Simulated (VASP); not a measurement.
# CO2 (Pn-3m) in VASP: a series of runs

The runs below take CO2 through single point, relaxation of cell and atoms, with PBE.

Program: VASP 6.6.1. These are calculated values, not measurements. Logs are shortened: lines on timing, memory, paths and dates and some standing lists are left out, and cuts for length are marked.

**1. The cell of the first run**

The structure is cubic, space group Pn-3m (No. 224). The conventional cell has a = 3.310 Å, b = 3.310 Å, c = 3.310 Å, α = 90.00°, β = 90.00°, γ = 90.00°. Within 1.9 Å of C (site symmetry -43m) lie 4 O at 1.43 Å. Within 1.9 Å of O (site symmetry -3m) lie 2 C at 1.43 Å.

**2. Single point, PBE**

File INCAR:

```
ALGO = Normal
EDIFF = 1E-7
ENCUT = 520
GGA = PE
ISIF = 2
ISMEAR = 0
LASPH = True
LCHARG = False
LREAL = False
LWAVE = False
NBANDS = 25
NELM = 100
PREC = Accurate
SIGMA = 0.02
```

File KPOINTS:

```
k-points
0
Gamma
  8 8 8
```

File POSCAR:

```
CO2
1.0
    3.3103257847      0.0000000000      0.0000000000
    0.0000000000      3.3103257847      0.0000000000
    0.0000000000      0.0000000000      3.3103257847
C O
2 4
Direct
    0.0000000000      0.0000000000      0.0000000000
    0.5000000000      0.5000000000      0.5000000000
    0.2500000000      0.2500000000      0.2500000000
    0.2500000000      0.7500000000      0.7500000000
    0.7500000000      0.7500000000      0.2500000000
    0.7500000000      0.2500000000      0.7500000000
```

Potentials or basis: VASP PAW PBE potentials, release 64 (C, O).

Started as:

```console
$ cat potpaw_PBE.64/C/POTCAR potpaw_PBE.64/O/POTCAR > POTCAR
$ mpirun -np 1 vasp_std > vasp.out
```

OUTCAR:

```text
EDIFF = 1E-7
   ENCUT = 520
   GGA = PE
   ISIF = 2
   ISMEAR = 0
   LASPH = True
   LREAL = False
   NELM = 100
   PREC = Accurate

 ion  position               nearest neighbor table
   1  0.000  0.000  0.000-   3 1.43   4 1.43   5 1.43   6 1.43
   2  0.500  0.500  0.500-   3 1.43   4 1.43   5 1.43   6 1.43
   3  0.250  0.250  0.250-   1 1.43   2 1.43
   4  0.250  0.750  0.750-   1 1.43   2 1.43
   5  0.750  0.750  0.250-   1 1.43   2 1.43
   6  0.750  0.250  0.750-   1 1.43   2 1.43

  LATTYP: Found a simple cubic cell.
 ALAT       =     3.3103257847

  Lattice vectors:

 A1 = (   3.3103257847,   0.0000000000,   0.0000000000)
 A2 = (   0.0000000000,   3.3103257847,   0.0000000000)
 A3 = (   0.0000000000,   0.0000000000,   3.3103257847)

Analysis of symmetry for initial positions (statically):
=====================================================================
 Subroutine PRICEL returns:
 Original cell was already a primitive cell.

 Routine SETGRP: Setting up the symmetry group for a
 simple cubic supercell.

 Subroutine GETGRP returns: Found 48 space group operations
 (whereof 24 operations were pure point group operations)
 out of a pool of 48 trial point group operations.

The static configuration has the point symmetry T_d .
 The point group associated with its full space group is O_h .

Analysis of symmetry for dynamics (positions and initial velocities):
=====================================================================
 Subroutine PRICEL returns:
 Original cell was already a primitive cell.

 Routine SETGRP: Setting up the symmetry group for a
 simple cubic supercell.

 Subroutine GETGRP returns: Found 48 space group operations
 (whereof 24 operations were pure point group operations)
 out of a pool of 48 trial point group operations.

The dynamic configuration has the point symmetry T_d .
 The point group associated with its full space group is O_h .

 Subroutine INISYM returns: Found 48 space group operations
 (whereof 24 operations are pure point group operations),
 and found     1 'primitive' translations

----------------------------------------------------------------------------------------

                                     Primitive cell

  volume of cell :      36.2754

  direct lattice vectors                    reciprocal lattice vectors
     3.310325785  0.000000000  0.000000000     0.302085071  0.000000000  0.000000000
     0.000000000  3.310325785  0.000000000     0.000000000  0.302085071  0.000000000
     0.000000000  0.000000000  3.310325785     0.000000000  0.000000000  0.302085071

  length of vectors
     3.310325785  3.310325785  3.310325785     0.302085071  0.302085071  0.302085071

  position of ions in fractional coordinates (direct lattice)
     0.000000000  0.000000000  0.000000000
     0.500000000  0.500000000  0.500000000
     0.250000000  0.250000000  0.250000000
     0.250000000  0.750000000  0.750000000
     0.750000000  0.750000000  0.250000000
     0.750000000  0.250000000  0.750000000

  ion indices of the primitive-cell ions
   primitive index   ion index
                 1           1
                 2           2
                 3           3
                 4           4
                 5           5
                 6           6

----------------------------------------------------------------------------------------

 KPOINTS: k-points

Automatic generation of k-mesh.
 Grid dimensions read from file:
 generate k-points for:    8    8    8

 Generating k-lattice:

  Cartesian coordinates                     Fractional coordinates (reciprocal lattice)
     0.037760634  0.000000000  0.000000000     0.125000000  0.000000000  0.000000000
     0.000000000  0.037760634  0.000000000     0.000000000  0.125000000  0.000000000
     0.000000000  0.000000000  0.037760634     0.000000000  0.000000000  0.125000000

  Length of vectors
     0.037760634  0.037760634  0.037760634

  Shift w.r.t. Gamma in fractional coordinates (k-lattice)
     0.000000000  0.000000000  0.000000000

 Subroutine IBZKPT returns following result:
 ===========================================

 Found     35 irreducible k-points:

 Following reciprocal coordinates:
            Coordinates               Weight
  0.000000  0.000000  0.000000      1.000000
  0.125000  0.000000  0.000000      6.000000
  0.250000  0.000000  0.000000      6.000000
  0.375000  0.000000  0.000000      6.000000
  0.500000  0.000000  0.000000      3.000000
  0.125000  0.125000  0.000000     12.000000
[... 16 lines left out ...]
  0.375000  0.375000  0.125000     24.000000
  0.500000  0.375000  0.125000     24.000000
 [... further k-points ...]
   k-points           NKPTS =     35   k-points in BZ     NKDIM =     35   number of bands    NBANDS=     25
   number of dos      NEDOS =    301   number of ions     NIONS =      6
   total plane-waves  NPLWV =  21952
   dimension x,y,z NGX =    28 NGY =   28 NGZ =   28
   dimension x,y,z NGXF=    56 NGYF=   56 NGZF=   56
   ions per type =               2   4
   NGX,Y,Z   is equivalent  to a cutoff of  14.06, 14.06, 14.06 a.u.
   NGXF,Y,Z  is equivalent  to a cutoff of  28.12, 28.12, 28.12 a.u.
 SYSTEM =  unknown system
   PREC   = accura    normal or accurate (medium, high low for compatibility)
   ISTART =      0    job   : 0-new  1-cont  2-samecut
   ICHARG =      2    charge: 1-file 2-atom 10-const
   ISPIN  =      1    spin polarized calculation?
   LNONCOLLINEAR =      F non collinear calculations
   LSORBIT =      F    spin-orbit coupling
   LASPH  =      T    aspherical Exc in radial PAW
   ENCUT  =  520.0 eV  38.22 Ry    6.18 a.u.   6.16  6.16  6.16*2*pi/ulx,y,z
   NELM   =    100;   NELMIN=  2; NELMDL= -5     # of ELM steps
   EDIFF  = 0.1E-06   stopping-criterion for ELM
   LREAL  =      F    real-space projection
   EDIFFG = 0.1E-05   stopping-criterion for IOM
   NSW    =      0    number of steps for IOM
   IBRION =     -1    ionic relax: 0-MD 1-quasi-New 2-CG
   NFREE  =      0    steps in history (QN), initial steepest desc. (CG)
   ISIF   =      2    stress and relaxation
   ISYM   =      2    0-nonsym 1-usesym 2-fastsym
   POTIM  = 0.5000    time-step for ionic-motion
   TEBEG  =    0.0;   TEEND  =   0.0 temperature during run
   PSTRESS=    0.0 pullay stress
   NELECT =      32.0000    total number of electrons
   NUPDOWN=      -1.0000    fix difference up-down
   EMIN   =  10.00;   EMAX   =-10.00  energy-range for DOS
   EFERMI =   0.00;   METHOD = LEGACY
   ISMEAR =     0;   SIGMA  =   0.02  broadening in eV -4-tet -1-fermi 0-gaus
   EFERMI_NEDOS =   21; number of points for ismear=-14 and -15
   IALGO  =     38    algorithm
   IMIX   =      4    mixing-type and parameters
     AMIX     =   0.40;   BMIX     =  1.00
     AMIX_MAG =   1.60;   BMIX_MAG =  1.00
  volume/ion in A,a.u.               =       6.05        40.80
  Fermi-wavevector in a.u.,A,eV,Ry     =   1.570076  2.967014 33.540260  2.465140
  Thomas-Fermi vector in A             =   2.671864
   LORBIT       =      0    0 simple, 1 ext, 2 COOP (PROOUT), +10 PAW based schemes
   GGA     = PE    functional components
   LHFCALC =     F    Hartree Fock is set to
   AEXX    =    0.0000 exact exchange contribution
   IVDW    =     0    specifies the selected vdW correction
   LEPSILON=     F    determine dielectric tensor
   LRPA    =     F    only Hartree local field effects (RPA)
 non-spin polarized calculation
 Gauss-broadening in eV      SIGMA  =   0.02
  energy-cutoff  :      520.00
  volume of cell :       36.28
 maximum number of plane-waves:       992
 NGX is ok and might be reduce to    28
   NGX = 13   NGY = 13   NGZ = 13

 number of electron      32.0000033 magnetization

 Free energy of the ion-electron system (eV)
  ---------------------------------------------------
  ext. energy  EPLUGINS =         0.00000000
  ---------------------------------------------------
  free energy    TOTEN  =       -35.25880291 eV

  energy without entropy =      -35.25880291  energy(sigma->0) =      -35.25880291

 E-fermi :   7.0431     XC(G=0): -13.0626

 val. band max:        6.9029575703   @ k =   0.5000   0.5000   0.5000
 cond. band min:       8.1059360026   @ k =   0.0000   0.0000   0.0000
 fundamental gap:      1.2029784323
 Fermi energy:         7.0431011100

 k-point     1 :       0.0000    0.0000    0.0000
  band No.  band energies     occupation
      1     -18.4636      2.00000
      2     -12.4108      2.00000
      3     -12.4108      2.00000
      4     -12.4108      2.00000
      5     -10.1066      2.00000
      6      -3.1774      2.00000
[... 17 lines left out ...]
     24      21.0832      0.00000
     25      21.8327      0.00000

 k-point     2 :       0.1250    0.0000    0.0000
  band No.  band energies     occupation
      1     -18.3265      2.00000
      2     -13.0099      2.00000
      3     -12.3856      2.00000
      4     -12.3856      2.00000
      5      -9.5688      2.00000
      6      -3.4743      2.00000
[... 17 lines left out ...]
     24      21.2013      0.00000
     25      21.3425      0.00000

 k-point     3 :       0.2500    0.0000    0.0000
  band No.  band energies     occupation
      1     -17.9199      2.00000
      2     -14.1331      2.00000
      3     -12.3225      2.00000
      4     -12.3225      2.00000
      5      -8.5794      2.00000
      6      -4.2498      2.00000
[... 17 lines left out ...]
     24      20.5187      0.00000
     25      22.0712      0.00000

 k-point     4 :       0.3750    0.0000    0.0000
  band No.  band energies     occupation
      1     -17.2586      2.00000
      2     -15.3037      2.00000
      3     -12.2577      2.00000
      4     -12.2577      2.00000
      5      -7.5061      2.00000
      6      -5.2816      2.00000
[... 17 lines left out ...]
     24      19.9625      0.00000
     25      23.1501      0.00000
[... 477 lines left out ...]
 k-point    22 :       0.5000    0.2500    0.1250
  band No.  band energies     occupation
      1     -16.0105      2.00000
      2     -15.7361      2.00000
      3     -13.0199      2.00000
      4     -12.7399      2.00000
      5      -7.5317      2.00000
      6      -5.3884      2.00000
[... 17 lines left out ...]
     24      20.2529      0.00000
     25      24.4734      0.00000

 k-point    23 :       0.3750    0.3750    0.1250
  band No.  band energies     occupation
      1     -16.1552      2.00000
      2     -14.9697      2.00000
      3     -13.4975      2.00000
      4     -12.9953      2.00000
      5      -7.6797      2.00000
      6      -5.3463      2.00000
[... 17 lines left out ...]
     24      20.6653      0.00000
     25      24.5774      0.00000

 k-point    24 :       0.5000    0.3750    0.1250
  band No.  band energies     occupation
      1     -15.7119      2.00000
      2     -15.2384      2.00000
      3     -13.4479      2.00000
      4     -13.2916      2.00000
      5      -7.6904      2.00000
      6      -5.3952      2.00000
[... 17 lines left out ...]
     24      20.1827      0.00000
     25      25.1410      0.00000

 [... further k-points ...]
[... 5 lines left out ...]
  --------------------------------------------------------------------------------------
  -------------------------------------------------------------------------------------
  Total        0.2213280      0.2213280      0.2213280     -0.0000000      0.0000000     -0.0000000
  in kB        9.7754051      9.7754051      9.7754051     -0.0000000      0.0000000     -0.0000000
  external PRESSURE =       9.7754051 kB  Pullay stress =       0.0000000 kB

 VOLUME and BASIS-vectors are now :
 -----------------------------------------------------------------------------
  energy-cutoff  :      520.00
  volume of cell :       36.28
      direct lattice vectors                 reciprocal lattice vectors
     3.310325785  0.000000000  0.000000000     0.302085071  0.000000000  0.000000000
     0.000000000  3.310325785  0.000000000     0.000000000  0.302085071  0.000000000
     0.000000000  0.000000000  3.310325785     0.000000000  0.000000000  0.302085071

 POSITION                                       TOTAL-FORCE (eV/Angst)
 -----------------------------------------------------------------------------------
      0.00000      0.00000      0.00000         0.000000     -0.000000      0.000000
      1.65516      1.65516      1.65516         0.000000     -0.000000      0.000000
      0.82758      0.82758      0.82758         0.000000     -0.000000      0.000000
      0.82758      2.48274      2.48274         0.000000      0.000000     -0.000000
      2.48274      2.48274      0.82758        -0.000000      0.000000     -0.000000
      2.48274      0.82758      2.48274        -0.000000      0.000000     -0.000000
 -----------------------------------------------------------------------------------
    total drift:                                0.000000     -0.000000      0.000000

  FREE ENERGIE OF THE ION-ELECTRON SYSTEM (eV)
  ---------------------------------------------------
  free  energy   TOTEN  =       -35.2588029065 eV

  energy  without entropy=      -35.2588029065  energy(sigma->0) =      -35.25880291
```

Wall time 26 s (1 thread of Intel Xeon Platinum 8375C at 2.90GHz (Ice Lake), shared host); peak memory 0.16 GiB.

What came out:

```yaml
Free_energy: -35.2588 eV
Pressure: 1.0 GPa
Band_gap_on_the_k_mesh: 1.20 eV, indirect (least direct gap 1.42 eV)
```

**3. Single point, PBE, collinear spin, ferromagnetic start**

File INCAR:

```
  PREC = Accurate
  ENCUT = 520
  EDIFF = 1E-6
  ISMEAR = 0
  SIGMA = 0.1
  LREAL = F
  LASPH = T
  NELM = 150
  ALGO = Normal
  ISIF = 2
  LWAVE = F
  LCHARG = T
  ISPIN = 2
  MAGMOM = 0 0 0.62 0.62 0.62 0.62
  LORBIT = 11
  GGA = PE
  LELF = T
  LVHAR = T
  NBANDS = 29
```

File KPOINTS:

```
Automatic mesh
0
Gamma
  4 4 4
```

POSCAR: that of step 2 with these lines changed.

```diff
@@ -2,5 +2,5 @@
 1.0
-    3.3103257847      0.0000000000      0.0000000000
-    0.0000000000      3.3103257847      0.0000000000
-    0.0000000000      0.0000000000      3.3103257847
+    3.3101418257      0.0000000000      0.0000000000
+    0.0000000000      3.3101418257      0.0000000000
+    0.0000000000      0.0000000000      3.3101418257
 C O
```

Potentials or basis: VASP PAW PBE potentials, release 64 (C, O).

Started as:

```console
$ cat potpaw_PBE.64/C/POTCAR potpaw_PBE.64/O/POTCAR > POTCAR
$ mpirun -np 1 vasp_std > vasp.out
```

Wall time 26 s (1 thread of Intel Xeon Platinum 8375C at 2.90GHz (Ice Lake), shared host); peak memory 0.16 GiB.

It converged, with:

```
Free energy                                           : -35.2495 eV
Pressure                                              : 0.9 GPa
Band gap on the k mesh                                : 1.20 eV, indirect (least direct gap 1.42 eV)
Net moment                                            : 0.00 μB per cell
Valence electrons inside the program's atomic spheres : C 2.14; O 5.19
```

Levels at points of the mesh, in eV from the valence-band top:
Spin up:
```csv
k point,band 12,band 13,band 14,band 15,band 16,band 17,band 18,band 19,band 20,band 21
"(0.00, 0.00, 0.00)",-1.70,-1.70,-0.22,-0.22,-0.22,1.20,2.94,2.94,2.94,13.96
"(0.50, 0.00, 0.00)",-3.74,-2.29,-2.29,-1.81,-1.81,3.87,3.87,7.75,7.75,10.03
"(0.50, 0.50, 0.00)",-4.62,-1.47,-1.47,-0.33,-0.33,4.87,4.87,6.72,6.72,11.87
"(0.50, 0.50, 0.50)",-0.53,-0.53,0.00,0.00,0.00,2.21,4.47,4.47,4.47,13.44
```
Spin down:
| k point | band 13 | band 14 | band 15 | band 16 | band 17 | band 18 | band 19 | band 20 |
| --- | --- | --- | --- | --- | --- | --- | --- | --- |
| (0.00, 0.00, 0.00) | -1.70 | -0.22 | -0.22 | -0.22 | 1.20 | 2.94 | 2.94 | 2.94 |
| (0.50, 0.00, 0.00) | -2.29 | -2.29 | -1.81 | -1.81 | 3.87 | 3.87 | 7.75 | 7.75 |
| (0.50, 0.50, 0.00) | -1.47 | -1.47 | -0.33 | -0.33 | 4.87 | 4.87 | 6.72 | 6.72 |
| (0.50, 0.50, 0.50) | -0.53 | 0.00 | 0.00 | 0.00 | 2.21 | 4.47 | 4.47 | 4.47 |

Caveat: the k points lie up to 0.47 Å⁻¹ apart. A k mesh can miss the band edges.

[end of part 1 of 2]
